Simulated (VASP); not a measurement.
## Ni: vibrations by perturbation theory with PBEsol

Ni:

```
Ni
1.0
    -1.38372    1.38372    1.38372
     1.38372   -1.38372    1.38372
     1.38372    1.38372   -1.38372
Ni
1
Direct
  0.00000 0.00000 0.00000
```

```yaml
Program: VASP 6.6.1
Task: vibrations by perturbation theory
Functional: PBEsol
Potentials_or_basis: VASP PAW PBE potentials, release 64 (Ni)
Cutoff: 520 eV
k_mesh: 10 × 10 × 10
Occupations: fermi-dirac, width 0.05 eV
Spin: collinear spin, ferromagnetic start
Starting_moments: "[1.0] μB"
Dipole_correction: no
Further_INCAR_settings: ALGO = Fast; EDIFF = 1e-08; IBRION = 8; NSW = 1
```

```
Net moment                                            : 0.41 μB per cell
Site moments                                          : Ni +0.41 μB
Valence electrons inside the program's atomic spheres : Ni 9.37
```

Run time: 44 s on 1 thread of AMD EPYC 9R45 96-Core Processor (Zen 5), with other jobs on the host, peak memory 0.13 GiB.
